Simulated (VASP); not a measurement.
# Sr (P1) in VASP: single point with PBE

Aim: the single point of Sr with PBE.

Everything below comes from runs of VASP 6.6.1. Logs are shortened: lines on timing, memory, paths and dates and some standing lists are left out, and cuts for length are marked.

## Step 1: The cell of the first run

The typed cell holds 4 atoms: a = 8.620 Å, b = 4.310 Å, c = 7.050 Å, α = 90.00°, β = 90.00°, γ = 120.00°.

## Step 2: Single point, PBE

INCAR

```
SYSTEM = Sr
PREC     = Accurate       ! precision mode
ENCUT    = 520            ! plane-wave cutoff, eV
EDIFF    = 1E-6           ! SCF threshold, eV
ISMEAR   = -1             ! smearing method
SIGMA    = 0.08           ! smearing width, eV
LREAL    = .False.        ! projectors in reciprocal space
LASPH    = .True.         ! aspherical terms in the spheres
NELM     = 100            ! most SCF steps
ALGO     = Normal         ! electronic algorithm
ISIF     = 2              ! what is computed and relaxed
LWAVE    = .False.        ! write WAVECAR
LCHARG   = .False.        ! write CHGCAR
GGA      = PE             ! functional
NBANDS   = 28             ! bands
```

KPOINTS

```
regular mesh
0
Gamma
  3 5 3
  0 0 0
```

POSCAR

```
Sr
1.0
    8.6200000000      0.0000000000      0.0000000000
   -2.1550000000      3.7325694903      0.0000000000
    0.0000000000      0.0000000000      7.0500000000
Sr
4
Direct
    0.1677964960      0.6661660303      0.2492495035
    0.6662390215      0.6589013296      0.2415164539
    0.3386488084      0.3499701756      0.7563211348
    0.8273156085      0.3249622018      0.7529129078
```

Potentials or basis: VASP PAW PBE potentials, release 64 (Sr_sv).

Launch:

```console
$ cat potpaw_PBE.64/Sr_sv/POTCAR > POTCAR
$ mpirun -np 1 vasp_std > vasp.out
```

OUTCAR:

```text
SYSTEM = Sr
   PREC = Accurate
   ENCUT = 520
   EDIFF = 1E-6
   ISMEAR = -1
   LREAL = .False.
   LASPH = .True.
   NELM = 100
   ISIF = 2
   GGA = PE

 ion  position               nearest neighbor table
   1  0.168  0.666  0.249-   3 4.26   2 4.29   2 4.31   3 4.31   2 4.31   4 4.32   2 4.33   3 4.34
                             4 4.37   3 4.39
   2  0.666  0.659  0.242-   3 4.21   4 4.23   4 4.25   1 4.29   1 4.31   1 4.31   1 4.33   4 4.36
                             3 4.38   4 4.38
   3  0.339  0.350  0.756-   2 4.21   4 4.21   1 4.26   4 4.27   1 4.31   1 4.34   4 4.35   2 4.38
                             1 4.39   4 4.41
   4  0.827  0.325  0.753-   3 4.21   2 4.23   2 4.25   3 4.27   1 4.32   3 4.35   2 4.36   1 4.37
                             2 4.38   3 4.41

  Warning from LATTYP: Monoclinic adjustment (A1->A3, A2->A1, A3->A2)!
  LATTYP: Found a simple orthorhombic cell.
 ALAT       =     4.3100000000
 B/A-ratio  =     1.6357308585
 C/A-ratio  =     1.7320508076

  Lattice vectors:

 A1 = (  -2.1550000000,   3.7325694903,   0.0000000000)
 A2 = (   0.0000000000,   0.0000000000,   7.0500000000)
 A3 = (   6.4650000000,   3.7325694903,   0.0000000000)

Analysis of symmetry for initial positions (statically):
=====================================================================
 Subroutine PRICEL returns:
 Original cell was already a primitive cell.

 Routine SETGRP: Setting up the symmetry group for a
 simple orthorhombic supercell.

 Subroutine GETGRP returns: Found  1 space group operations
 (whereof  1 operations were pure point group operations)
 out of a pool of  8 trial point group operations.

The static configuration has the point symmetry C_1 .

Analysis of symmetry for dynamics (positions and initial velocities):
=====================================================================
 Subroutine PRICEL returns:
 Original cell was already a primitive cell.

 Routine SETGRP: Setting up the symmetry group for a
 simple orthorhombic supercell.

 Subroutine GETGRP returns: Found  1 space group operations
 (whereof  1 operations were pure point group operations)
 out of a pool of  8 trial point group operations.

The dynamic configuration has the point symmetry C_1 .

 Subroutine INISYM returns: Found  1 space group operations
 (whereof  1 operations are pure point group operations),
 and found     1 'primitive' translations

----------------------------------------------------------------------------------------

                                     Primitive cell

  volume of cell :     226.8320

  direct lattice vectors                    reciprocal lattice vectors
     8.620000000  0.000000000  0.000000000     0.116009281  0.066977989  0.000000000
    -2.155000000  3.732569490  0.000000000     0.000000000  0.267911958  0.000000000
     0.000000000  0.000000000  7.050000000     0.000000000  0.000000000  0.141843972

  length of vectors
     8.620000000  4.310000000  7.050000000     0.133955979  0.267911958  0.141843972

  position of ions in fractional coordinates (direct lattice)
     0.167796496  0.666166030  0.249249504
     0.666239021  0.658901330  0.241516454
     0.338648808  0.349970176  0.756321135
     0.827315609  0.324962202  0.752912908

  ion indices of the primitive-cell ions
   primitive index   ion index
                 1           1
                 2           2
                 3           3
                 4           4

----------------------------------------------------------------------------------------

 KPOINTS: regular mesh

Automatic generation of k-mesh.
 Grid dimensions read from file:
 generate k-points for:    3    5    3

 Generating k-lattice:

  Cartesian coordinates                     Fractional coordinates (reciprocal lattice)
     0.038669760  0.022325996  0.000000000     0.333333333  0.000000000  0.000000000
     0.000000000  0.053582392  0.000000000     0.000000000  0.200000000  0.000000000
     0.000000000  0.000000000  0.047281324     0.000000000  0.000000000  0.333333333

  Length of vectors
     0.044651993  0.053582392  0.047281324

  Shift w.r.t. Gamma in fractional coordinates (k-lattice)
     0.000000000  0.000000000  0.000000000

 -----------------------------------------------------------------------------
|                                                                             |
|           W    W    AA    RRRRR   N    N  II  N    N   GGGG   !!!           |
|           W    W   A  A   R    R  NN   N  II  NN   N  G    G  !!!           |
|           W    W  A    A  R    R  N N  N  II  N N  N  G       !!!           |
|           W WW W  AAAAAA  RRRRR   N  N N  II  N  N N  G  GGG   !            |
|           WW  WW  A    A  R   R   N   NN  II  N   NN  G    G                |
|           W    W  A    A  R    R  N    N  II  N    N   GGGG   !!!           |
|                                                                             |
|     Your reciprocal lattice and k-lattice belong to different lattice       |
|     classes:                                                                |
|                                                                             |
|        The reciprocal lattice is simple orthorhombic,                       |
|        whereas your k-lattice is simple monoclinic.                         |
|                                                                             |
|     Results are often still useful ...                                      |
|                                                                             |
 -----------------------------------------------------------------------------

 WARNING: IBZKPT: internal override: KBLOWUP is changed to .FALSE.
      ... skipping the blow-up phase ...

 Subroutine IBZKPT returns following result:
 ===========================================

 Found     23 irreducible k-points:

 Following reciprocal coordinates:
            Coordinates               Weight
  0.000000  0.000000  0.000000      1.000000
  0.333333  0.000000  0.000000      2.000000
  0.000000  0.200000  0.000000      2.000000
  0.333333  0.200000  0.000000      2.000000
 -0.333333  0.200000  0.000000      2.000000
  0.000000  0.400000  0.000000      2.000000
[... 15 lines left out ...]
  0.333333 -0.200000  0.333333      2.000000
 -0.333333 -0.200000  0.333333      2.000000
   k-points           NKPTS =     23   k-points in BZ     NKDIM =     23   number of bands    NBANDS=     28
   number of dos      NEDOS =    301   number of ions     NIONS =      4
   total plane-waves  NPLWV = 110592
   dimension x,y,z NGX =    64 NGY =   32 NGZ =   54
   dimension x,y,z NGXF=   128 NGYF=   64 NGZF=  108
   ions per type =               4
   NGX,Y,Z   is equivalent  to a cutoff of  12.34, 12.34, 12.73 a.u.
   NGXF,Y,Z  is equivalent  to a cutoff of  24.69, 24.69, 25.47 a.u.
 SYSTEM =  Sr
   PREC   = accura    normal or accurate (medium, high low for compatibility)
   ISTART =      0    job   : 0-new  1-cont  2-samecut
   ICHARG =      2    charge: 1-file 2-atom 10-const
   ISPIN  =      1    spin polarized calculation?
   LNONCOLLINEAR =      F non collinear calculations
   LSORBIT =      F    spin-orbit coupling
   LASPH  =      T    aspherical Exc in radial PAW
   ENCUT  =  520.0 eV  38.22 Ry    6.18 a.u.  16.03  8.01 13.11*2*pi/ulx,y,z
   NELM   =    100;   NELMIN=  2; NELMDL= -5     # of ELM steps
   EDIFF  = 0.1E-05   stopping-criterion for ELM
   LREAL  =      F    real-space projection
   EDIFFG = 0.1E-04   stopping-criterion for IOM
   NSW    =      0    number of steps for IOM
   IBRION =     -1    ionic relax: 0-MD 1-quasi-New 2-CG
   NFREE  =      0    steps in history (QN), initial steepest desc. (CG)
   ISIF   =      2    stress and relaxation
   ISYM   =      2    0-nonsym 1-usesym 2-fastsym
   POTIM  = 0.5000    time-step for ionic-motion
   TEBEG  =    0.0;   TEEND  =   0.0 temperature during run
   PSTRESS=    0.0 pullay stress
   NELECT =      40.0000    total number of electrons
   NUPDOWN=      -1.0000    fix difference up-down
   EMIN   =  10.00;   EMAX   =-10.00  energy-range for DOS
   EFERMI =   0.00;   METHOD = LEGACY
   ISMEAR =    -1;   SIGMA  =   0.08  broadening in eV -4-tet -1-fermi 0-gaus
   EFERMI_NEDOS =   21; number of points for ismear=-14 and -15
   IALGO  =     38    algorithm
   IMIX   =      4    mixing-type and parameters
     AMIX     =   0.40;   BMIX     =  1.00
     AMIX_MAG =   1.60;   BMIX_MAG =  1.00
  volume/ion in A,a.u.               =      56.71       382.68
  Fermi-wavevector in a.u.,A,eV,Ry     =   0.918037  1.734838 11.466874  0.842791
  Thomas-Fermi vector in A             =   2.043073
   LORBIT       =      0    0 simple, 1 ext, 2 COOP (PROOUT), +10 PAW based schemes
   GGA     = PE    functional components
   LHFCALC =     F    Hartree Fock is set to
   AEXX    =    0.0000 exact exchange contribution
   IVDW    =     0    specifies the selected vdW correction
   LEPSILON=     F    determine dielectric tensor
   LRPA    =     F    only Hartree local field effects (RPA)
 non-spin polarized calculation
  energy-cutoff  :      520.00
  volume of cell :      226.83
 maximum number of plane-waves:      6133
   NGX = 33   NGY = 17   NGZ = 27

 number of electron      40.0000000 magnetization

 Free energy of the ion-electron system (eV)
  ---------------------------------------------------
  ext. energy  EPLUGINS =         0.00000000
  ---------------------------------------------------
  free energy    TOTEN  =        -6.55981830 eV

  energy without entropy =       -6.42114009  energy(sigma->0) =       -6.49047919

 E-fermi :   1.4817     XC(G=0):  -7.2566

 val. band max:        1.4787026973   @ k =   0.0000   0.2000   0.0000
 cond. band min:       1.4842186939   @ k =  -0.3333   0.2000   0.0000
 fundamental gap:      0.0055159967
 Fermi energy:         1.4816733670

 k-point     1 :       0.0000    0.0000    0.0000
  band No.  band energies     occupation
      1     -35.2014      2.00000
      2     -35.1841      2.00000
      3     -35.1727      2.00000
      4     -35.1583      2.00000
      5     -17.2557      2.00000
      6     -17.2450      2.00000
[... 20 lines left out ...]
     27       3.7463      0.00000
     28       3.7575      0.00000
[... 652 lines left out ...]
 k-point    23 :      -0.3333   -0.2000    0.3333
  band No.  band energies     occupation
      1     -35.1987      2.00000
      2     -35.1811      2.00000
      3     -35.1733      2.00000
      4     -35.1579      2.00000
      5     -17.2197      2.00000
      6     -17.2166      2.00000
[... 20 lines left out ...]
     27       3.0827      0.00000
     28       3.1359      0.00000

------------------------ aborting loop because EDIFF is reached ----------------------------------------

  FORCE on cell =-STRESS in cart. coord.  units (eV):
  Direction    XX          YY          ZZ          XY          YZ          ZX
  --------------------------------------------------------------------------------------
  -------------------------------------------------------------------------------------
  Total       -0.2749213     -0.4805239     -0.3294363     -0.1834274      0.0011643      0.0007236
  in kB       -1.9418453     -3.3940736     -2.3269001     -1.2955984      0.0082238      0.0051107
  external PRESSURE =      -2.5542730 kB  Pullay stress =       0.0000000 kB

 VOLUME and BASIS-vectors are now :
 -----------------------------------------------------------------------------
  energy-cutoff  :      520.00
  volume of cell :      226.83
      direct lattice vectors                 reciprocal lattice vectors
     8.620000000  0.000000000  0.000000000     0.116009281  0.066977989  0.000000000
    -2.155000000  3.732569490  0.000000000     0.000000000  0.267911958  0.000000000
     0.000000000  0.000000000  7.050000000     0.000000000  0.000000000  0.141843972

 POSITION                                       TOTAL-FORCE (eV/Angst)
 -----------------------------------------------------------------------------------
      0.01082      2.48651      1.75721        -0.010843      0.010393      0.046686
      4.32305      2.45939      1.70269         0.000445      0.013413      0.119123
      2.16497      1.30629      5.33206        -0.070558     -0.088856     -0.081611
      6.43117      1.21294      5.30804         0.080956      0.065050     -0.084197
 -----------------------------------------------------------------------------------
    total drift:                               -0.000019     -0.000023     -0.000002

  FREE ENERGIE OF THE ION-ELECTRON SYSTEM (eV)
  ---------------------------------------------------
  free  energy   TOTEN  =        -6.5598182973 eV

  energy  without entropy=       -6.4211400885  energy(sigma->0) =       -6.49047919
```

It took 1.8 min on 1 thread of Intel Xeon 8259CL, shared host; peak memory 0.37 GiB.

What came out:

```
Free energy            : -6.5598 eV
Pressure               : -0.3 GPa
Largest force          : 0.140 eV/Å
Band gap on the k mesh : zero (bands 20 and 21 overlap by 0.06 eV)
```

Forces on the atoms (eV/Å):
```
Sr  -0.011  0.010  0.047
Sr   0.000  0.013  0.119
Sr  -0.071 -0.089 -0.082
Sr   0.081  0.065 -0.084
```

Stress tensor (GPa, compression positive):
```
-0.19 -0.13  0.00
-0.13 -0.34  0.00
 0.00  0.00 -0.23
```
